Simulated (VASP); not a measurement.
# GaN (F-43m) in VASP: further runs

Aim: see how the results for GaN move with the level of theory and the settings. Levels: LDA, PBE. Tasks: single point.

Everything below comes from runs of VASP 6.6.1. Logs are shortened: lines on timing, memory, paths and dates and some standing lists are left out, and cuts for length are marked.

### Step 1. The cell of the first run

Symmetry: F-43m, No. 216, cubic system. Conventional cell: a = 4.498 Å, b = 4.498 Å, c = 4.498 Å, α = 90.00°, β = 90.00°, γ = 90.00°. Within 2.6 Å of Ga (site symmetry -43m) lie 4 N at 1.95 Å. Within 2.6 Å of N (site symmetry -43m) lie 4 Ga at 1.95 Å.

### Step 2. Single point, LDA

The input, INCAR:

```
  PREC = Accurate
  ENCUT = 520
  EDIFF = 1E-6
  ISMEAR = 0
  SIGMA = 0.01
  LREAL = False
  LASPH = True
  NELM = 100
  ALGO = Normal
  ISIF = 2
  LWAVE = False
  LCHARG = True
  LELF = True
  LVHAR = True
  NBANDS = 16
```

The input, KPOINTS:

```
Automatic mesh
0
Gamma
  6 6 6
```

The input, POSCAR:

```
GaN
1.0
    0.0000000000      2.2489525451      2.2489525451
    2.2489525451      0.0000000000      2.2489525451
    2.2489525451      2.2489525451      0.0000000000
Ga N
1 1
Direct
    0.0000000000      0.0000000000      0.0000000000
    0.2500000000      0.2500000000      0.2500000000
```

Potentials or basis: VASP PAW LDA potentials, release 64 (Ga_d, N).

Launch:

```console
$ cat potpaw_LDA.64/Ga_d/POTCAR potpaw_LDA.64/N/POTCAR > POTCAR
$ mpirun -np 1 vasp_std > vasp.out
```

OUTCAR:

```text
PREC = Accurate
   ENCUT = 520
   EDIFF = 1E-6
   ISMEAR = 0
   LREAL = False
   LASPH = True
   NELM = 100
   ISIF = 2

 ion  position               nearest neighbor table
   1  0.000  0.000  0.000-   2 1.95   2 1.95   2 1.95   2 1.95
   2  0.250  0.250  0.250-   1 1.95   1 1.95   1 1.95   1 1.95

  LATTYP: Found a face centered cubic cell.
 ALAT       =     4.4979050902

  Lattice vectors:

 A1 = (   0.0000000000,   2.2489525451,   2.2489525451)
 A2 = (   2.2489525451,   0.0000000000,   2.2489525451)
 A3 = (   2.2489525451,   2.2489525451,   0.0000000000)

Analysis of symmetry for initial positions (statically):
=====================================================================
 Subroutine PRICEL returns:
 Original cell was already a primitive cell.

 Routine SETGRP: Setting up the symmetry group for a
 face centered cubic supercell.

 Subroutine GETGRP returns: Found 24 space group operations
 (whereof 24 operations were pure point group operations)
 out of a pool of 48 trial point group operations.

The static configuration has the point symmetry T_d .

Analysis of symmetry for dynamics (positions and initial velocities):
=====================================================================
 Subroutine PRICEL returns:
 Original cell was already a primitive cell.

 Routine SETGRP: Setting up the symmetry group for a
 face centered cubic supercell.

 Subroutine GETGRP returns: Found 24 space group operations
 (whereof 24 operations were pure point group operations)
 out of a pool of 48 trial point group operations.

The dynamic configuration has the point symmetry T_d .

 Subroutine INISYM returns: Found 24 space group operations
 (whereof 24 operations are pure point group operations),
 and found     1 'primitive' translations

----------------------------------------------------------------------------------------

                                     Primitive cell

  volume of cell :      22.7494

  direct lattice vectors                    reciprocal lattice vectors
     0.000000000  2.248952545  2.248952545    -0.222325723  0.222325723  0.222325723
     2.248952545  0.000000000  2.248952545     0.222325723 -0.222325723  0.222325723
     2.248952545  2.248952545  0.000000000     0.222325723  0.222325723 -0.222325723

  length of vectors
     3.180499190  3.180499190  3.180499190     0.385079448  0.385079448  0.385079448

  position of ions in fractional coordinates (direct lattice)
[... 68 lines left out ...]
   ENCUT  =  520.0 eV  38.22 Ry    6.18 a.u.   5.91  5.91  5.91*2*pi/ulx,y,z
   NELM   =    100;   NELMIN=  2; NELMDL= -5     # of ELM steps
   EDIFF  = 0.1E-05   stopping-criterion for ELM
   LREAL  =      F    real-space projection
   EDIFFG = 0.1E-04   stopping-criterion for IOM
   NSW    =      0    number of steps for IOM
   IBRION =     -1    ionic relax: 0-MD 1-quasi-New 2-CG
   NFREE  =      0    steps in history (QN), initial steepest desc. (CG)
   ISIF   =      2    stress and relaxation
   ISYM   =      2    0-nonsym 1-usesym 2-fastsym
   POTIM  = 0.5000    time-step for ionic-motion
   TEBEG  =    0.0;   TEEND  =   0.0 temperature during run
   PSTRESS=    0.0 pullay stress
   NELECT =      18.0000    total number of electrons
   NUPDOWN=      -1.0000    fix difference up-down
   EMIN   =  10.00;   EMAX   =-10.00  energy-range for DOS
   EFERMI =   0.00;   METHOD = LEGACY
   ISMEAR =     0;   SIGMA  =   0.01  broadening in eV -4-tet -1-fermi 0-gaus
   EFERMI_NEDOS =   21; number of points for ismear=-14 and -15
   IALGO  =     38    algorithm
   IMIX   =      4    mixing-type and parameters
     AMIX     =   0.40;   BMIX     =  1.00
     AMIX_MAG =   1.60;   BMIX_MAG =  1.00
  volume/ion in A,a.u.               =      11.37        76.76
  Fermi-wavevector in a.u.,A,eV,Ry     =   1.514173  2.861371 31.194330  2.292719
  Thomas-Fermi vector in A             =   2.623866
   LORBIT       =      0    0 simple, 1 ext, 2 COOP (PROOUT), +10 PAW based schemes
   GGA     = CA    functional components
   LHFCALC =     F    Hartree Fock is set to
   AEXX    =    0.0000 exact exchange contribution
   IVDW    =     0    specifies the selected vdW correction
   LEPSILON=     F    determine dielectric tensor
   LRPA    =     F    only Hartree local field effects (RPA)
 non-spin polarized calculation
 Gauss-broadening in eV      SIGMA  =   0.01
  energy-cutoff  :      520.00
  volume of cell :       22.75
 maximum number of plane-waves:       624
   NGX = 11   NGY = 11   NGZ = 11

 number of electron      18.0000006 magnetization

 Free energy of the ion-electron system (eV)
  ---------------------------------------------------
  ext. energy  EPLUGINS =         0.00000000
  ---------------------------------------------------
  free energy    TOTEN  =       -13.93268750 eV

  energy without entropy =      -13.93268750  energy(sigma->0) =      -13.93268750

 E-fermi :   5.2265     XC(G=0): -12.1500

 val. band max:        5.1027268439   @ k =   0.0000   0.0000   0.0000
 cond. band min:       6.8872521195   @ k =   0.0000   0.0000   0.0000
 fundamental gap:      1.7845252757
 Fermi energy:         5.2265435944

 k-point     1 :       0.0000    0.0000    0.0000
  band No.  band energies     occupation
      1     -10.7542      2.00000
      2      -8.4609      2.00000
      3      -8.4609      2.00000
      4      -8.4609      2.00000
      5      -8.1370      2.00000
      6      -8.1370      2.00000
[... 281 lines left out ...]
      3      -8.2548      2.00000
      4      -8.1446      2.00000
      5      -8.0966      2.00000
      6      -6.0468      2.00000
[... 8 lines left out ...]
     15      25.6547      0.00000
     16      28.0729      0.00000

------------------------ aborting loop because EDIFF is reached ----------------------------------------

  FORCE on cell =-STRESS in cart. coord.  units (eV):
  Direction    XX          YY          ZZ          XY          YZ          ZX
  --------------------------------------------------------------------------------------
  -------------------------------------------------------------------------------------
  Total       -0.6317105     -0.6317105     -0.6317105     -0.0000000      0.0000000      0.0000000
  in kB      -44.4895312    -44.4895312    -44.4895312     -0.0000000      0.0000000      0.0000000
  external PRESSURE =     -44.4895312 kB  Pullay stress =       0.0000000 kB

 VOLUME and BASIS-vectors are now :
 -----------------------------------------------------------------------------
  energy-cutoff  :      520.00
  volume of cell :       22.75
      direct lattice vectors                 reciprocal lattice vectors
     0.000000000  2.248952545  2.248952545    -0.222325723  0.222325723  0.222325723
     2.248952545  0.000000000  2.248952545     0.222325723 -0.222325723  0.222325723
     2.248952545  2.248952545  0.000000000     0.222325723  0.222325723 -0.222325723

 POSITION                                       TOTAL-FORCE (eV/Angst)
 -----------------------------------------------------------------------------------
      0.00000      0.00000      0.00000         0.000000      0.000000      0.000000
      1.12448      1.12448      1.12448        -0.000000     -0.000000     -0.000000
 -----------------------------------------------------------------------------------
    total drift:                                0.000002      0.000002      0.000002

  FREE ENERGIE OF THE ION-ELECTRON SYSTEM (eV)
  ---------------------------------------------------
  free  energy   TOTEN  =       -13.9326875027 eV

  energy  without entropy=      -13.9326875027  energy(sigma->0) =      -13.93268750
```

OSZICAR:

```text
N       E                     dE             d eps       ncg     rms          rms(c)
DAV:   1     0.787901599762E+02    0.78790E+02   -0.91795E+03   584   0.198E+03
DAV:   2    -0.102795258590E+02   -0.89070E+02   -0.82648E+02   568   0.328E+02
DAV:   3    -0.159022997002E+02   -0.56228E+01   -0.56028E+01   616   0.691E+01
DAV:   4    -0.159586383086E+02   -0.56339E-01   -0.56333E-01   624   0.721E+00
DAV:   5    -0.159592845411E+02   -0.64623E-03   -0.64623E-03   608   0.748E-01    0.750E+00
DAV:   6    -0.139918599963E+02    0.19674E+01   -0.49875E+00   768   0.403E+01    0.269E+00
DAV:   7    -0.139606695765E+02    0.31190E-01   -0.24119E-01   568   0.604E+00    0.168E+00
DAV:   8    -0.139358665824E+02    0.24803E-01   -0.71692E-02   584   0.267E+00    0.716E-01
DAV:   9    -0.139326328719E+02    0.32337E-02   -0.10169E-02   680   0.206E+00    0.225E-01
DAV:  10    -0.139327710184E+02   -0.13815E-03   -0.13021E-03   664   0.449E-01    0.111E-01
DAV:  11    -0.139326857707E+02    0.85248E-04   -0.23217E-04   768   0.268E-01    0.220E-02
DAV:  12    -0.139326876927E+02   -0.19220E-05   -0.16404E-05   592   0.379E-02    0.537E-03
DAV:  13    -0.139326875027E+02    0.18996E-06   -0.50974E-07   360   0.144E-02
   1 F= -.13932688E+02 E0= -.13932688E+02  d E =-.205970E-70
```

Run time: 5.7 s. Hardware: 1 thread of Intel Xeon Platinum 8488C (Sapphire Rapids), shared host; peak memory 0.12 GiB.

What came out:

- Free energy: -13.9327 eV
- Pressure: -4.4 GPa
- Band gap on the k mesh: 1.78 eV, direct

### Step 3. Single point, PBE

The input, INCAR:

```
PREC = Accurate ; ENCUT = 520
EDIFF = 1E-6 ; ISMEAR = 0
SIGMA = 0.01 ; LREAL = False
LASPH = True ; NELM = 60
ALGO = Normal ; ISIF = 2
LWAVE = False ; LCHARG = False
GGA = PE ; NBANDS = 16
```

The input, KPOINTS:

```
Automatic mesh
0
Gamma
  8 8 8
```

POSCAR is that of step 2.

Potentials or basis: VASP PAW PBE potentials, release 64 (Ga_d, N).

Launch:

```console
$ cat potpaw_PBE.64/Ga_d/POTCAR potpaw_PBE.64/N/POTCAR > POTCAR
$ mpirun -np 1 vasp_std > vasp.out
```

Wall time 7.8 s (1 thread of Intel Xeon Platinum 8488C (Sapphire Rapids), shared host); peak memory 0.14 GiB.

The run converged. Its results:

| Property | Result |
| --- | --- |
| Free energy | -12.1378 eV |
| Pressure | 6.3 GPa |
| Band gap on the k mesh | 1.76 eV, direct |

Levels at points of the mesh, in eV from the valence-band top:
```csv
k point,band 7,band 8,band 9,band 10,band 11,band 12
"(0.00, 0.00, 0.00)",0.00,0.00,0.00,1.76,10.34,10.34
"(0.50, 0.00, 0.00)",-7.08,-0.98,-0.98,4.68,8.76,10.40
"(0.50, 0.50, 0.00)",-6.15,-2.72,-2.72,3.35,6.70,11.75
```

Expect the measured gap to be larger: semilocal functionals such as PBE lack the derivative discontinuity.
